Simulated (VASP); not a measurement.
# SnSe in VASP: single point with PBE+D3(BJ)

Aim: the single point of SnSe with PBE+D3(BJ).

All numbers are computed with VASP 6.6.1; they aren't measurements. Logs are shortened: lines on timing, memory, paths and dates and some standing lists are left out, and cuts for length are marked.

## (1) The cell of the first run

The typed cell holds 8 atoms: a = 5.971 Å, b = 5.971 Å, c = 5.971 Å, α = 90.00°, β = 90.00°, γ = 90.00°.

## (2) Single point, PBE+D3(BJ)

INCAR

```
  PREC = Accurate
  ENCUT = 520
  EDIFF = 1E-7
  ISMEAR = 0
  SIGMA = 0.03
  LREAL = F
  LASPH = T
  NELM = 100
  ALGO = Normal
  ISIF = 2
  LWAVE = F
  LCHARG = T
  GGA = PE
  IVDW = 12
  LELF = T
  LVHAR = T
  NBANDS = 50
```

KPOINTS

```
Automatic mesh
0
Gamma
  4 4 4
```

POSCAR

```
SnSe
1.0
    4.2220107900      4.2220107900      0.0000000000
    4.2220107900     -4.2220107900      0.0000000000
    0.0000000000      0.0000000000     -5.9710971952
Sn Se
4 4
Direct
    0.7502071961      0.7508221058      0.7498511210
    0.2504005706      0.2516114003      0.7496305689
    0.2501774085      0.7507982766      0.2498148611
    0.7500886771      0.2499619623      0.2499140821
    0.2498882925      0.2494999503      0.2502996922
    0.7496934510      0.7488849113      0.2502804179
    0.7496723665      0.2494986204      0.7500973035
    0.2498720379      0.7489227727      0.7501119533
```

Potentials or basis: VASP PAW PBE potentials, release 64 (Sn_d, Se).

Launch:

```sh
> cat potpaw_PBE.64/Sn_d/POTCAR potpaw_PBE.64/Se/POTCAR > POTCAR
> mpirun -np 1 vasp_std > vasp.out
```

OUTCAR:

```text
PREC = Accurate
   ENCUT = 520
   EDIFF = 1E-7
   ISMEAR = 0
   LREAL = F
   LASPH = T
   NELM = 100
   ISIF = 2
   GGA = PE
   IVDW = 12
 IVDW          = 12

 ion  position               nearest neighbor table
   1  0.750  0.751  0.750-   7 2.98   6 2.98   8 2.98   8 2.99   6 2.99   7 2.99
   2  0.250  0.252  0.750-   8 2.97   7 2.98   5 2.98   5 2.99   7 2.99   8 3.00
   3  0.250  0.751  0.250-   5 2.98   6 2.98   8 2.98   8 2.99   6 2.99   5 2.99
   4  0.750  0.250  0.250-   6 2.98   5 2.98   7 2.98   5 2.99   7 2.99   6 2.99
   5  0.250  0.249  0.250-   3 2.98   2 2.98   4 2.98   4 2.99   2 2.99   3 2.99
   6  0.750  0.749  0.250-   4 2.98   3 2.98   1 2.98   1 2.99   3 2.99   4 2.99
   7  0.750  0.249  0.750-   1 2.98   2 2.98   4 2.98   4 2.99   2 2.99   1 2.99
   8  0.250  0.749  0.750-   2 2.97   1 2.98   3 2.98   3 2.99   1 2.99   2 3.00

  LATTYP: Found a simple tetragonal cell.
 ALAT       =     5.9708249197
 C/A-ratio  =     1.0000456010

  Lattice vectors:

 A1 = (   4.2220107900,   4.2220107900,   0.0000000000)
 A2 = (   4.2220107900,  -4.2220107900,   0.0000000000)
 A3 = (   0.0000000000,   0.0000000000,  -5.9710971952)

Analysis of symmetry for initial positions (statically):
=====================================================================
 Subroutine PRICEL returns:
 Original cell was already a primitive cell.

 Routine SETGRP: Setting up the symmetry group for a
 simple tetragonal supercell.

 Subroutine GETGRP returns: Found  1 space group operations
 (whereof  1 operations were pure point group operations)
 out of a pool of 16 trial point group operations.

The static configuration has the point symmetry C_1 .

Analysis of symmetry for dynamics (positions and initial velocities):
=====================================================================
 Subroutine PRICEL returns:
 Original cell was already a primitive cell.

 Routine SETGRP: Setting up the symmetry group for a
 simple tetragonal supercell.

 Subroutine GETGRP returns: Found  1 space group operations
 (whereof  1 operations were pure point group operations)
 out of a pool of 16 trial point group operations.

The dynamic configuration has the point symmetry C_1 .

 Subroutine INISYM returns: Found  1 space group operations
 (whereof  1 operations are pure point group operations),
 and found     1 'primitive' translations

----------------------------------------------------------------------------------------

                                     Primitive cell

[... 110 lines left out ...]
   POTIM  = 0.5000    time-step for ionic-motion
   TEBEG  =    0.0;   TEEND  =   0.0 temperature during run
   PSTRESS=    0.0 pullay stress
   NELECT =      80.0000    total number of electrons
   NUPDOWN=      -1.0000    fix difference up-down
   EMIN   =  10.00;   EMAX   =-10.00  energy-range for DOS
   EFERMI =   0.00;   METHOD = LEGACY
   ISMEAR =     0;   SIGMA  =   0.03  broadening in eV -4-tet -1-fermi 0-gaus
   EFERMI_NEDOS =   21; number of points for ismear=-14 and -15
   IALGO  =     38    algorithm
   IMIX   =      4    mixing-type and parameters
     AMIX     =   0.40;   BMIX     =  1.00
     AMIX_MAG =   1.60;   BMIX_MAG =  1.00
  volume/ion in A,a.u.               =      26.61       179.57
  Fermi-wavevector in a.u.,A,eV,Ry     =   1.181401  2.232524 18.989755  1.395708
  Thomas-Fermi vector in A             =   2.317675
   LORBIT       =      0    0 simple, 1 ext, 2 COOP (PROOUT), +10 PAW based schemes
   GGA     = PE    functional components
   LHFCALC =     F    Hartree Fock is set to
   AEXX    =    0.0000 exact exchange contribution
   IVDW    =    12    specifies the selected vdW correction
   LEPSILON=     F    determine dielectric tensor
   LRPA    =     F    only Hartree local field effects (RPA)
 non-spin polarized calculation
 Gauss-broadening in eV      SIGMA  =   0.03
  energy-cutoff  :      520.00
  volume of cell :      212.87
 maximum number of plane-waves:      5832
 NGX is ok and might be reduce to    48
   NGX = 23   NGY = 23   NGZ = 23

 number of electron      79.9999986 magnetization

 Free energy of the ion-electron system (eV)
  ---------------------------------------------------
  ext. energy  EPLUGINS =         0.00000000
  ---------------------------------------------------
  free energy    TOTEN  =       -32.75417048 eV

  energy without entropy =      -32.75417048  energy(sigma->0) =      -32.75417048

 E-fermi :   5.9698     XC(G=0):  -9.7138

 val. band max:        5.8409392944   @ k =   0.5000   0.5000   0.5000
 cond. band min:       6.5293767539   @ k =   0.5000   0.5000   0.5000
 fundamental gap:      0.6884374595
 Fermi energy:         5.9698214525

 k-point     1 :       0.0000    0.0000    0.0000
  band No.  band energies     occupation
      1     -15.7633      2.00000
      2     -15.7632      2.00000
      3     -15.7632      2.00000
      4     -15.7391      2.00000
      5     -15.7391      2.00000
      6     -15.7390      2.00000
[... 1261 lines left out ...]
     49       9.0192      0.00000
     50       9.0193      0.00000

 [... further k-points ...]

------------------------ aborting loop because EDIFF is reached ----------------------------------------

 Edisp (eV)   -2.89872

 E8    (eV) :    -1.3063

  FORCE on cell =-STRESS in cart. coord.  units (eV):
  Direction    XX          YY          ZZ          XY          YZ          ZX
  --------------------------------------------------------------------------------------
  -------------------------------------------------------------------------------------
  Total      -0.13362    -0.13438    -0.14456    -0.00183    -0.00019     0.00029
  in kB      -1.00570    -1.01137    -1.08800    -0.01380    -0.00141     0.00215
  external pressure =       -1.04 kB  Pullay stress =        0.00 kB

 VOLUME and BASIS-vectors are now :
 -----------------------------------------------------------------------------
  energy-cutoff  :      520.00
  volume of cell :      212.87
      direct lattice vectors                 reciprocal lattice vectors
     4.222010790  4.222010790  0.000000000     0.118426983  0.118426983  0.000000000
     4.222010790 -4.222010790  0.000000000     0.118426983 -0.118426983  0.000000000
     0.000000000  0.000000000 -5.971097195     0.000000000  0.000000000 -0.167473409

 POSITION                                       TOTAL-FORCE (eV/Angst)
 -----------------------------------------------------------------------------------
      6.33736     -0.00260     -4.47743        -0.003314      0.002206     -0.000624
      2.11950     -0.00511     -4.47612        -0.008214      0.004755     -0.002255
      4.22613     -2.11363     -1.49167        -0.003193      0.002080     -0.000697
      4.22222      2.11154     -1.49226         0.001939     -0.001761      0.000068
      2.10842      0.00164     -1.49456        -0.000436     -0.000195      0.002373
      6.32701      0.00341     -1.49445         0.004923     -0.002429      0.001610
      4.21851      2.11174     -4.47890         0.001737      0.001873     -0.000437
      4.21692     -2.10700     -4.47899         0.006557     -0.006529     -0.000037
 -----------------------------------------------------------------------------------
    total drift:                               -0.000005     -0.000031     -0.000027

  FREE ENERGIE OF THE ION-ELECTRON SYSTEM (eV)
  ---------------------------------------------------
  free  energy   TOTEN  =       -35.6528882553 eV

  energy  without entropy=      -35.6528882553  energy(sigma->0) =      -35.65288826
```

OSZICAR:

```text
N       E                     dE             d eps       ncg     rms          rms(c)
DAV:   1     0.871433898456E+03    0.87143E+03   -0.36735E+04  3880   0.207E+03
DAV:   2     0.118076412026E+03   -0.75336E+03   -0.72871E+03  3608   0.597E+02
DAV:   3    -0.231827503040E+02   -0.14126E+03   -0.13484E+03  4260   0.203E+02
DAV:   4    -0.330668516011E+02   -0.98841E+01   -0.96690E+01  4262   0.532E+01
DAV:   5    -0.334020479612E+02   -0.33520E+00   -0.33329E+00  4306   0.102E+01    0.626E+00
DAV:   6    -0.327450498250E+02    0.65700E+00   -0.12632E+00  4774   0.503E+00    0.386E+00
DAV:   7    -0.327497062028E+02   -0.46564E-02   -0.44652E-01  4640   0.212E+00    0.162E+00
DAV:   8    -0.327544508573E+02   -0.47447E-02   -0.45091E-02  4652   0.130E+00    0.264E-01
DAV:   9    -0.327539081786E+02    0.54268E-03   -0.70744E-03  4558   0.516E-01    0.948E-02
DAV:  10    -0.327541134423E+02   -0.20526E-03   -0.88498E-04  4754   0.126E-01    0.406E-02
DAV:  11    -0.327541712032E+02   -0.57761E-04   -0.14698E-04  4606   0.653E-02    0.941E-03
DAV:  12    -0.327541712348E+02   -0.31652E-07   -0.84075E-06  4382   0.203E-02    0.613E-03
DAV:  13    -0.327541709992E+02    0.23559E-06   -0.50339E-07  3610   0.579E-03    0.157E-03
DAV:  14    -0.327541705293E+02    0.46996E-06   -0.33812E-07  3270   0.464E-03    0.596E-04
DAV:  15    -0.327541704753E+02    0.53951E-07   -0.46636E-08  2372   0.207E-03
   1 F= -.35652888E+02 E0= -.35652888E+02  d E =-.912527E-11
```

stdout:

```text
POSCAR found type information on POSCAR SnSe
 POSCAR found :  2 types and       8 ions
 scaLAPACK will be used
 LDA part: xc-table for (Slater+PW92), standard interpolation
 POSCAR, INCAR and KPOINTS ok, starting setup
 FFT: planning ... GRIDC
 FFT: planning ... GRID_SOFT
 FFT: planning ... GRID
 WAVECAR not read
 entering main loop
```

It took 6.5 min on 1 thread of Intel Xeon Platinum 8124M at 3.00GHz (Skylake/Cascade Lake), shared host; peak memory 0.52 GiB.

Results:

| Quantity | Value |
| --- | --- |
| Free energy | -35.6529 eV |
| Pressure | -0.1 GPa |
| Largest force | 0.010 eV/Å |
| Band gap on the k mesh | 0.69 eV |
| Dispersion energy per atom | -0.362 eV |

Forces in eV/Å, atoms in the order of the input:
```
Sn  -0.003  0.002 -0.001
Sn  -0.008  0.005 -0.002
Sn  -0.003  0.002 -0.001
Sn   0.002 -0.002  0.000
Se   0.000  0.000  0.002
Se   0.005 -0.002  0.002
Se   0.002  0.002  0.000
Se   0.007 -0.007  0.000
```

Caveat: spin-orbit coupling is left out, which moves the levels of the heavy elements.
